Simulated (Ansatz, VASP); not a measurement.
AlH3 in VASP and in Ansatz

File INCAR:

```
  PREC = Accurate
  ENCUT = 520
  EDIFF = 1E-6
  ISMEAR = 0
  SIGMA = 0.02
  LREAL = F
  LASPH = T
  NELM = 80
  ALGO = Normal
  ISIF = 2
  LWAVE = F
  LCHARG = F
  GGA = PS
  NBANDS = 16
```

File KPOINTS:

```
Automatic mesh
0
Gamma
  6 6 8
```

POSCAR

```
AlH3
1.0
    4.7174199544      0.0000000000      0.0000000000
    0.0000000000      4.7174199544      0.0000000000
    0.0000000000      0.0000000000      3.4297911917
Al H
2 6
Direct
    0.5000000000      0.5000000000      0.0000000000
    0.0000000000      0.0000000000      0.0000000000
    0.8117695608      0.3117695608      0.0000000000
    0.6882304392      0.8117695608      0.0000000000
    0.5000000000      0.5000000000      0.5000000000
    0.1882304392      0.6882304392      0.0000000000
    0.3117695608      0.1882304392      0.0000000000
    0.0000000000      0.0000000000      0.5000000000
```

Input for Ansatz:

```yaml
crystal:
  lattice:
    - [4.7174199544, 0.0, 0.0]
    - [0.0, 4.7174199544, 0.0]
    - [0.0, 0.0, 3.4297911917]
  atoms:
    - { symbol: Al, position: [0.5, 0.5, 0.0] }
    - { symbol: Al, position: [0.0, 0.0, 0.0] }
    - { symbol: H, position: [0.8117695608, 0.3117695608, 0.0] }
    - { symbol: H, position: [0.6882304392, 0.8117695608, 0.0] }
    - { symbol: H, position: [0.5, 0.5, 0.5] }
    - { symbol: H, position: [0.1882304392, 0.6882304392, 0.0] }
    - { symbol: H, position: [0.3117695608, 0.1882304392, 0.0] }
    - { symbol: H, position: [0.0, 0.0, 0.5] }
basis:
  ecutwfc: 420
kpoints:
  mp_grid: { grid: [6, 6, 8] }
  band_path:
    path:
      - [[0.0, 0.0, 0.0], [0.0, 0.5, 0.0], [0.5, 0.5, 0.0], [0.0, 0.0, 0.0], [0.0, 0.0, 0.5], [0.0, 0.5, 0.5], [0.5, 0.5, 0.5], [0.0, 0.0, 0.5]]
      - [[0.0, 0.5, 0.0], [0.0, 0.5, 0.5]]
      - [[0.5, 0.5, 0.0], [0.5, 0.5, 0.5]]
    npoints: 14
hamiltonian:
  xc: pbesol
scf:
  occupations: { method: gaussian, width: 0.02 }
  n_extra_bands: 20
output:
  forces: true
  stress: true
  eigenvalues: true
  populations: true
  dos: { projected: true, de: 0.02, nscf_kmesh: { grid: [9, 9, 12] } }
  bader: true
  write_density: true
  write_potential: true
  elf: true
  volumetric_format: npy
```

Alike in both runs: task single point; functional PBEsol; k mesh 6 × 6 × 8; occupations gaussian, width 0.02 eV; no spin polarisation.

```csv
,VASP,Ansatz
version,VASP 6.6.1,Ansatz 0.2.0
potentials or method,"VASP PAW PBE potentials, release 64 (Al, H), cutoff 520 eV","scalar-relativistic, plane waves, PAW"
valence electrons in the cell,12,12
```

Ansatz gave:

```
gap on the k mesh at the Fermi level (eV)                     : 0.61
least direct gap on the mesh (eV)                             : 1.28
pressure (GPa)                                                : -0.8
traceless stress, the component that is largest in VASP (GPa) : 0.16
rms of the force components (eV/Å)                            : 0.015
```

Problem. What did VASP give for the same quantities?

Solution. gap on the k mesh at the Fermi level (eV): 0.61; least direct gap on the mesh (eV): 1.28; pressure (GPa): -0.9; traceless stress, the component that is largest in VASP (GPa): 0.16; rms of the force components (eV/Å): 0.015.

VASP's potentials were made for PBE, not for PBEsol. Atom by atom the forces differ by 0.000 eV/Å (rms over components).
